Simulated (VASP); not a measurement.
Cu3Sn2: single point with PBE

Crystal: Cu3Sn2.

```
CELL_PARAMETERS angstrom
4.84974 0.00000 0.00000
0.00000 4.84974 0.00000
0.00000 0.00000 9.69948
ATOMIC_POSITIONS crystal
Cu 0.50000 0.00000 0.00000
Cu 0.50000 0.00000 0.50000
Cu 0.00000 0.50000 0.00000
Cu 0.00000 0.50000 0.50000
Cu 0.00000 0.00000 0.25000
Cu 0.00000 0.00000 0.75000
Sn 0.00000 0.00000 0.50000
Sn 0.00000 0.00000 0.00000
Sn 0.50000 0.50000 0.25000
Sn 0.50000 0.50000 0.75000
```

```json
{
 "Program": "VASP 6.6.1",
 "Task": "single point",
 "Functional": "PBE",
 "Potentials or basis": "VASP PAW PBE potentials, release 64 (Cu, Sn_d)",
 "Cutoff": "520 eV",
 "k mesh": "4 × 4 × 2",
 "Occupations": "gaussian, width 0.2 eV",
 "Spin": "no spin polarisation",
 "Dipole correction": "no",
 "Further INCAR settings": "ALGO = Fast; EDIFF = 1e-06; NBANDS = 72"
}
```

```json
{
  "Pressure": "0.0 GPa",
  "Band gap on the k mesh": "zero (bands 61 and 62 overlap by 2.29 eV)"
}
```

Levels at points of the mesh, in eV from the Fermi level:
```csv
k point,band 57,band 58,band 59,band 60,band 61,band 62,band 63,band 64
"(0.00, 0.00, 0.00)",-2.17,-1.84,-0.76,-0.76,0.06,0.44,0.44,0.55
"(0.50, 0.00, 0.00)",-1.84,-0.76,-0.76,0.06,0.17,0.44,0.44,1.06
"(0.50, 0.50, 0.00)",-2.14,-2.14,-2.14,-1.62,-1.62,-1.62,0.17,1.35
"(0.00, 0.00, 0.50)",-1.59,-1.59,-1.59,-1.59,0.61,0.61,0.74,0.74
"(0.50, 0.00, 0.50)",-2.08,-2.08,-0.34,-0.34,0.67,0.67,0.75,0.75
"(0.50, 0.50, 0.50)",-2.32,-2.32,-1.28,-1.28,-0.82,-0.82,-0.15,-0.15
```

It took 2.9 min on 1 thread of Intel(R) Xeon(R) 6975P-C (Granite Rapids), with other jobs on the host, peak memory 0.37 GiB.

Caveat: spin-orbit coupling is left out, which moves the levels of the heavy elements.
